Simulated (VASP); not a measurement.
# As (P-1) in VASP: notebook

Aim: see how the results for As move with the level of theory and the settings. Levels: PBE, LDA. Tasks: single point.

All numbers are computed with VASP 6.6.1; they aren't measurements. Logs are shortened: lines on timing, memory, paths and dates and some standing lists are left out, and cuts for length are marked.

### 1 The cell of the first run

The typed cell holds 1 atom: a = 2.710 Å, b = 2.730 Å, c = 2.672 Å, α = 88.59°, β = 90.51°, γ = 90.74°.

### 2 Single point, PBE

File INCAR:

```
ALGO = Normal
EDIFF = 1E-7
ENCUT = 520
GGA = PE
ISIF = 2
ISMEAR = 1
LASPH = True
LCHARG = False
LREAL = False
LWAVE = False
NBANDS = 8
NELM = 60
PREC = Accurate
SIGMA = 0.05
```

File KPOINTS:

```
k-points
0
Gamma
  9 9 9
```

File POSCAR:

```
As
1.0
    2.7100410000     -0.0173790000     -0.0118580000
   -0.0173790000      2.7297000000      0.0332640000
   -0.0118580000      0.0332640000      2.6721930000
As
1
Direct
    0.4843510000      0.5055250000      0.4963750000
```

Potentials or basis: VASP PAW PBE potentials, release 64 (As).

On the command line:

```console
cat potpaw_PBE.64/As/POTCAR > POTCAR
mpirun -np 1 vasp_std > vasp.out
```

OUTCAR:

```text
EDIFF = 1E-7
   ENCUT = 520
   GGA = PE
   ISIF = 2
   ISMEAR = 1
   LASPH = True
   LREAL = False
   NELM = 60
   PREC = Accurate

 ion  position               nearest neighbor table
   1  0.484  0.506  0.496-

  LATTYP: Found a triclinic cell.
 ALAT       =     2.7299579875
 B/A-ratio  =     1.3820344370
 C/A-ratio  =     0.9927342026
 COS(alpha) =     0.0029859213
 COS(beta)  =     0.0128311730
 COS(gamma) =     0.7061052128

  Lattice vectors:

 A1 = (  -0.0173790000,   2.7297000000,   0.0332640000)
 A2 = (  -0.0055210000,   2.6964360000,  -2.6389290000)
 A3 = (  -2.7100410000,   0.0173790000,   0.0118580000)

Analysis of symmetry for initial positions (statically):
=====================================================================
 Subroutine PRICEL returns:
 Original cell was already a primitive cell.

 Routine SETGRP: Setting up the symmetry group for a
 triclinic supercell.

 Subroutine GETGRP returns: Found  2 space group operations
 (whereof  1 operations were pure point group operations)
 out of a pool of  2 trial point group operations.

The static configuration has the point symmetry C_1 .
 The point group associated with its full space group is S_2 .

Analysis of symmetry for dynamics (positions and initial velocities):
=====================================================================
 Subroutine PRICEL returns:
 Original cell was already a primitive cell.

 Routine SETGRP: Setting up the symmetry group for a
 triclinic supercell.

 Subroutine GETGRP returns: Found  2 space group operations
 (whereof  1 operations were pure point group operations)
 out of a pool of  2 trial point group operations.

The dynamic configuration has the point symmetry C_1 .
 The point group associated with its full space group is S_2 .

 Subroutine INISYM returns: Found  2 space group operations
 (whereof  1 operations are pure point group operations),
 and found     1 'primitive' translations

----------------------------------------------------------------------------------------

                                     Primitive cell

  volume of cell :      19.7636

  direct lattice vectors                    reciprocal lattice vectors
     2.710041000 -0.017379000 -0.011858000     0.369020086  0.002329814  0.001608544
    -0.017379000  2.729700000  0.033264000     0.002329814  0.366410913 -0.004550819
    -0.011858000  0.033264000  2.672193000     0.001608544 -0.004550819  0.374288254

  length of vectors
     2.710122666  2.729957987  2.672426339     0.369030947  0.366446579  0.374319375

  position of ions in fractional coordinates (direct lattice)
     0.484351000  0.505525000  0.496375000

  ion indices of the primitive-cell ions
   primitive index   ion index
                 1           1

----------------------------------------------------------------------------------------

 KPOINTS: k-points

Automatic generation of k-mesh.
 Grid dimensions read from file:
 generate k-points for:    9    9    9

 Generating k-lattice:

  Cartesian coordinates                     Fractional coordinates (reciprocal lattice)
     0.041002232  0.000258868  0.000178727     0.111111111 -0.000000000  0.000000000
     0.000258868  0.040712324 -0.000505647     0.000000000  0.111111111 -0.000000000
     0.000178727 -0.000505647  0.041587584     0.000000000 -0.000000000  0.111111111

  Length of vectors
     0.041003439  0.040716287  0.041591042

  Shift w.r.t. Gamma in fractional coordinates (k-lattice)
     0.000000000  0.000000000  0.000000000

 Subroutine IBZKPT returns following result:
 ===========================================

 Found    365 irreducible k-points:

 Following reciprocal coordinates:
            Coordinates               Weight
  0.000000  0.000000  0.000000      1.000000
  0.111111  0.000000 -0.000000      2.000000
  0.222222  0.000000 -0.000000      2.000000
  0.333333 -0.000000  0.000000      2.000000
  0.444444  0.000000 -0.000000      2.000000
  0.000000  0.111111  0.000000      2.000000
[... 16 lines left out ...]
 -0.111111  0.222222 -0.000000      2.000000
  0.000000  0.333333  0.000000      2.000000
 [... further k-points ...]
   k-points           NKPTS =    365   k-points in BZ     NKDIM =    365   number of bands    NBANDS=      8
   number of dos      NEDOS =    301   number of ions     NIONS =      1
   total plane-waves  NPLWV =   8000
   dimension x,y,z NGX =    20 NGY =   20 NGZ =   20
   dimension x,y,z NGXF=    40 NGYF=   40 NGZF=   40
   ions per type =               1
   NGX,Y,Z   is equivalent  to a cutoff of  12.27, 12.18, 12.44 a.u.
   NGXF,Y,Z  is equivalent  to a cutoff of  24.54, 24.36, 24.88 a.u.
 SYSTEM =  unknown system
   PREC   = accura    normal or accurate (medium, high low for compatibility)
   ISTART =      0    job   : 0-new  1-cont  2-samecut
   ICHARG =      2    charge: 1-file 2-atom 10-const
   ISPIN  =      1    spin polarized calculation?
   LNONCOLLINEAR =      F non collinear calculations
   LSORBIT =      F    spin-orbit coupling
   LASPH  =      T    aspherical Exc in radial PAW
   ENCUT  =  520.0 eV  38.22 Ry    6.18 a.u.   5.04  5.08  4.97*2*pi/ulx,y,z
   NELM   =     60;   NELMIN=  2; NELMDL= -5     # of ELM steps
   EDIFF  = 0.1E-06   stopping-criterion for ELM
   LREAL  =      F    real-space projection
   EDIFFG = 0.1E-05   stopping-criterion for IOM
   NSW    =      0    number of steps for IOM
   IBRION =     -1    ionic relax: 0-MD 1-quasi-New 2-CG
   NFREE  =      0    steps in history (QN), initial steepest desc. (CG)
   ISIF   =      2    stress and relaxation
   ISYM   =      2    0-nonsym 1-usesym 2-fastsym
   POTIM  = 0.5000    time-step for ionic-motion
   TEBEG  =    0.0;   TEEND  =   0.0 temperature during run
   PSTRESS=    0.0 pullay stress
   NELECT =       5.0000    total number of electrons
   NUPDOWN=      -1.0000    fix difference up-down
   EMIN   =  10.00;   EMAX   =-10.00  energy-range for DOS
   EFERMI =   0.00;   METHOD = LEGACY
   ISMEAR =     1;   SIGMA  =   0.05  broadening in eV -4-tet -1-fermi 0-gaus
   EFERMI_NEDOS =   21; number of points for ismear=-14 and -15
   IALGO  =     38    algorithm
   IMIX   =      4    mixing-type and parameters
     AMIX     =   0.40;   BMIX     =  1.00
     AMIX_MAG =   1.60;   BMIX_MAG =  1.00
  volume/ion in A,a.u.               =      19.76       133.37
  Fermi-wavevector in a.u.,A,eV,Ry     =   1.035403  1.956627 14.586240  1.072058
  Thomas-Fermi vector in A             =   2.169744
   LORBIT       =      0    0 simple, 1 ext, 2 COOP (PROOUT), +10 PAW based schemes
   GGA     = PE    functional components
   LHFCALC =     F    Hartree Fock is set to
   AEXX    =    0.0000 exact exchange contribution
   IVDW    =     0    specifies the selected vdW correction
   LEPSILON=     F    determine dielectric tensor
   LRPA    =     F    only Hartree local field effects (RPA)
 non-spin polarized calculation
 Methfessel and Paxton  Order N= 1 SIGMA  =   0.05
  energy-cutoff  :      520.00
  volume of cell :       19.76
 maximum number of plane-waves:       545
   NGX = 11   NGY = 11   NGZ =  9

 number of electron       5.0000000 magnetization

 Free energy of the ion-electron system (eV)
  ---------------------------------------------------
  ext. energy  EPLUGINS =         0.00000000
  ---------------------------------------------------
  free energy    TOTEN  =        -4.55171422 eV

  energy without entropy =       -4.55171076  energy(sigma->0) =       -4.55171307

 E-fermi :   6.1173     XC(G=0): -10.4420

 val. band max:        6.1120464467   @ k =   0.4444  -0.3333   0.3333
 cond. band min:       6.1262545671   @ k =   0.3333  -0.2222   0.1111
 fundamental gap:      0.0142081204
 Fermi energy:         6.1173069541

 k-point     1 :       0.0000    0.0000    0.0000
  band No.  band energies     occupation
      1      -9.0586      2.00000
      2       9.7481      0.00000
      3      10.0007      0.00000
      4      10.5056      0.00000
      5      14.2741      0.00000
      6      14.5305      0.00000
      7      16.5420      0.00000
      8      30.4655      0.00000

 k-point     2 :       0.1111    0.0000   -0.0000
  band No.  band energies     occupation
      1      -8.8334      2.00000
      2       7.6325      0.00000
      3       9.9504      0.00000
      4      10.7008      0.00000
      5      14.5783      0.00000
      6      15.8758      0.00000
      7      18.0550      0.00000
      8      27.7568      0.00000

 k-point     3 :       0.2222    0.0000   -0.0000
  band No.  band energies     occupation
      1      -8.1742      2.00000
      2       4.2625      2.00000
      3      10.5046      0.00000
      4      11.2548      0.00000
      5      15.1731      0.00000
      6      16.7892      0.00000
      7      22.0405      0.00000
      8      24.6185      0.00000

 k-point     4 :       0.3333   -0.0000    0.0000
  band No.  band energies     occupation
      1      -7.1627      2.00000
      2       1.3177      2.00000
      3      11.2754      0.00000
      4      12.0246      0.00000
      5      16.0634      0.00000
      6      17.9312      0.00000
      7      22.0560      0.00000
      8      22.8052      0.00000

 k-point     5 :       0.4444    0.0000   -0.0000
  band No.  band energies     occupation
      1      -6.1448      2.00000
      2      -0.6884      2.00000
      3      11.9157      0.00000
      4      12.6631      0.00000
      5      16.9145      0.00000
      6      19.4305      0.00000
      7      20.5415      0.00000
      8      21.2508      0.00000

 k-point     6 :       0.0000    0.1111    0.0000
  band No.  band energies     occupation
      1      -8.8386      2.00000
      2       7.4540      0.00000
      3      10.1872      0.00000
      4      10.6876      0.00000
      5      14.6942      0.00000
      6      15.9278      0.00000
      7      17.8235      0.00000
      8      27.8428      0.00000

 k-point     7 :       0.1111    0.1111   -0.0000
  band No.  band energies     occupation
      1      -8.6086      2.00000
      2       7.5505      0.00000
      3       7.8841      0.00000
      4      10.8877      0.00000
      5      15.6890      0.00000
      6      17.4584      0.00000
      7      18.4679      0.00000
      8      25.5679      0.00000
[... 133 lines left out ...]
 k-point    20 :      -0.4444    0.2222    0.0000
  band No.  band energies     occupation
      1      -5.2899      2.00000
      2       0.1417      2.00000
      3       6.7480     -0.00000
      4      13.2881      0.00000
      5      13.3452      0.00000
      6      19.4853      0.00000
      7      22.0889      0.00000
      8      22.8600      0.00000

 k-point    21 :      -0.3333    0.2222    0.0000
  band No.  band energies     occupation
      1      -6.3211      2.00000
      2       2.1680      2.00000
      3       5.9767      2.00051
      4      12.7031      0.00000
      5      14.8585      0.00000
      6      18.3709      0.00000
      7      23.5639      0.00000
      8      23.6113      0.00000

 k-point    22 :      -0.2222    0.2222    0.0000
  band No.  band energies     occupation
      1      -7.3291      2.00000
      2       4.8181      2.00000
      3       5.3662      2.00000
      4      11.9446      0.00000
      5      16.7644      0.00000
      6      17.9773      0.00000
      7      22.5806      0.00000
      8      23.5954      0.00000

 k-point    23 :      -0.1111    0.2222   -0.0000
  band No.  band energies     occupation
      1      -7.9802      2.00000
      2       4.3894      2.00000
      3       8.4976      0.00000
      4      11.4026      0.00000
      5      16.3533      0.00000
      6      18.3765      0.00000
      7      20.9083      0.00000
      8      23.0471      0.00000

 k-point    24 :       0.0000    0.3333    0.0000
  band No.  band energies     occupation
      1      -7.2164      2.00000
      2       1.2676      2.00000
      3      11.4657      0.00000
      4      11.9511      0.00000
      5      16.1199      0.00000
      6      18.0290      0.00000
      7      22.2538      0.00000
      8      22.5956      0.00000

 [... further k-points ...]

------------------------ aborting loop because EDIFF is reached ----------------------------------------

  FORCE on cell =-STRESS in cart. coord.  units (eV):
  Direction    XX          YY          ZZ          XY          YZ          ZX
  --------------------------------------------------------------------------------------
  -------------------------------------------------------------------------------------
  Total        0.1790812      0.1226907      0.4374936      0.0091178     -0.0148616      0.0263658
  in kB       14.5175617      9.9461602     35.4662615      0.7391532     -1.2047843      2.1373981
  external PRESSURE =      19.9766611 kB  Pullay stress =       0.0000000 kB

 VOLUME and BASIS-vectors are now :
 -----------------------------------------------------------------------------
  energy-cutoff  :      520.00
  volume of cell :       19.76
      direct lattice vectors                 reciprocal lattice vectors
     2.710041000 -0.017379000 -0.011858000     0.369020086  0.002329814  0.001608544
    -0.017379000  2.729700000  0.033264000     0.002329814  0.366410913 -0.004550819
    -0.011858000  0.033264000  2.672193000     0.001608544 -0.004550819  0.374288254

 POSITION                                       TOTAL-FORCE (eV/Angst)
 -----------------------------------------------------------------------------------
      1.29794      1.38803      1.33748        -0.000000      0.000000      0.000000
 -----------------------------------------------------------------------------------
    total drift:                                0.000002      0.000002     -0.000003

  FREE ENERGIE OF THE ION-ELECTRON SYSTEM (eV)
  ---------------------------------------------------
  free  energy   TOTEN  =        -4.5517142248 eV

  energy  without entropy=       -4.5517107648  energy(sigma->0) =       -4.55171307
```

Wall time 38 s (1 thread of Intel Xeon 8259CL, shared host); peak memory 0.16 GiB.

Results:

```
Free energy            : -4.5517 eV
Pressure               : 2.0 GPa
Band gap on the k mesh : zero (an odd number of electrons rules out a gap without spin polarisation)
```

(Continued in part 2 of 2.)
